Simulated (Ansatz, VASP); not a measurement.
**K: VASP beside Ansatz**

The input INCAR:

```
PREC = Accurate
ENCUT = 520
EDIFF = 1E-6
ISMEAR = 0
SIGMA = 0.15
LREAL = False
LASPH = True
NELM = 100
ALGO = Normal
ISIF = 2
LWAVE = False
LCHARG = False
GGA = CA
NBANDS = 10
```

KPOINTS

```
regular mesh
0
Gamma
  6 6 12
```

POSCAR

```
K
1.0
   10.3315957297      0.0000000000      0.0000000000
    0.0000000000     10.3315957297      0.0000000000
    0.0000000000      0.0000000000      4.3245983300
K
1
Direct
    0.0000000000      0.0000000000      0.0000000000
```

Input for Ansatz:

```yaml
crystal:
  lattice:
    - [10.3315957297, 0.0, 0.0]
    - [0.0, 10.3315957297, 0.0]
    - [0.0, 0.0, 4.32459833]
  atoms:
    - { symbol: K, position: [0.0, 0.0, 0.0] }
basis:
  ecutwfc: 420
kpoints:
  mp_grid: { grid: [6, 6, 12] }
hamiltonian:
  xc: lda
scf:
  occupations: { method: gaussian, width: 0.15 }
output:
  forces: true
  stress: true
  eigenvalues: true
```

Change from the starting cell: strain +0.0250 x Voigt [1, 1, 0, 0, 0, 0], atoms carried along.

Alike in both runs: task single point; functional LDA; k mesh 6 × 6 × 12; occupations gaussian, width 0.15 eV; no spin polarisation.

```csv
,VASP,Ansatz
version,VASP 6.6.1,Ansatz 0.2.0
potentials or method,"VASP PAW LDA potentials, release 64 (K_sv), cutoff 520 eV","scalar-relativistic, plane waves, PAW"
valence electrons in the cell,9,9
```

|  | VASP | Ansatz | Ansatz less VASP |
| --- | --- | --- | --- |
| gap on the k mesh at the Fermi level (eV) | none | none | - |
| pressure (GPa) | 0.0 | 0.0 | 0.00 |
| traceless stress, the component that is largest in VASP (GPa) | -0.08 | -0.08 | 0.000 |

LDA's correlation is that of Perdew and Zunger in VASP and of Perdew and Wang (1992) in Ansatz. A gap of «none» marks a metal or a gap that the smearing closes.
